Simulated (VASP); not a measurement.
Write the native input for VASP 6.6.1 that does the following.

```
Task                   : relaxation of cell and atoms
Functional             : r2SCAN
Potentials or basis    : VASP PAW PBE potentials, release 64 (Mo_sv, P)
Cutoff                 : 550 eV
k mesh                 : 18 × 18 × 16
Occupations            : fermi-dirac, width 0.08 eV
Spin                   : no spin polarisation
Dipole correction      : no
Further INCAR settings : ALGO = Normal; EDIFF = 1e-07; IBRION = 2; EDIFFG = -0.002; NSW = 100; ISIF = 3
```

Crystal: MoP.

```xyz
2
Lattice="3.2230 0.0000 0.0000 -1.6115 2.7912 0.0000 0.0000 0.0000 3.1910" Properties=species:S:1:pos:R:3 pbc="T T T"
Mo    0.0000    0.0000    0.0000
P     0.0000    1.8608    1.5955
```

One way to write it, as run:

POSCAR

```
MoP
1.0
    3.2230000000      0.0000000000      0.0000000000
   -1.6115000000      2.7911998764      0.0000000000
    0.0000000000      0.0000000000      3.1910000000
Mo P
1 1
Direct
    0.0000000000      0.0000000000      0.0000000000
    0.3333333333      0.6666666667      0.5000000000
```

INCAR.step1

```
ALGO = Normal ; EDIFF = 1E-5
EDIFFG = -0.005 ; ENCUT = 550
GGA = PE ; GGA_COMPAT = False
IBRION = 2 ; ISIF = 3
ISMEAR = -1 ; LASPH = True
LCHARG = False ; LREAL = False
LWAVE = True ; NELM = 120
NELMIN = 4 ; NSW = 100
PREC = Accurate ; SIGMA = 0.08
```

INCAR.step2

```
ALGO = Normal ; EDIFF = 1E-7
EDIFFG = -0.002 ; ENCUT = 550
GGA_COMPAT = False ; IBRION = 2
ISIF = 3 ; ISMEAR = -1
ISTART = 1 ; LASPH = True
LCHARG = False ; LMIXTAU = True
LREAL = False ; LWAVE = False
METAGGA = R2SCAN ; NELM = 120
NELMIN = 4 ; NSW = 100
PREC = Accurate ; SIGMA = 0.08
```

KPOINTS

```
k-points
0
Gamma
  18 18 16
```

Potentials or basis: VASP PAW PBE potentials, release 64 (Mo_sv, P).

Launch:

```bash
$ cat potpaw_PBE.64/Mo_sv/POTCAR potpaw_PBE.64/P/POTCAR > POTCAR
$ cp INCAR.step1 INCAR
$ mpirun -np 1 vasp_std > vasp.out
$ cp INCAR.step2 INCAR
$ mpirun -np 1 vasp_std > vasp.out
```

It gave:

- Relaxed volume: 14.44 Å³/atom
- Relaxed cell: a = 3.237 Å, b = 3.237 Å, c = 3.182 Å, α = 90.00°, β = 90.00°, γ = 120.00°
- Space group after relaxing (to 0.1 Å): P-6m2 (No. 187)
- Energy gained by relaxing: 0.7 meV/atom
- Ionic steps: 6
- Pressure after relaxing: 0.0 GPa
- Band gap on the k mesh: zero (an odd number of electrons rules out a gap without spin polarisation)

Caveat: the PAW data sets were made with another functional, which shifts forces and pressure a little; an odd number of electrons without spin polarisation forces a metal; a magnetic or distorted state may lie lower.

Run time: 28 min on 1 thread of Oxide Virtual Turin-like Processor, on a shared host, peak memory 0.25 GiB.
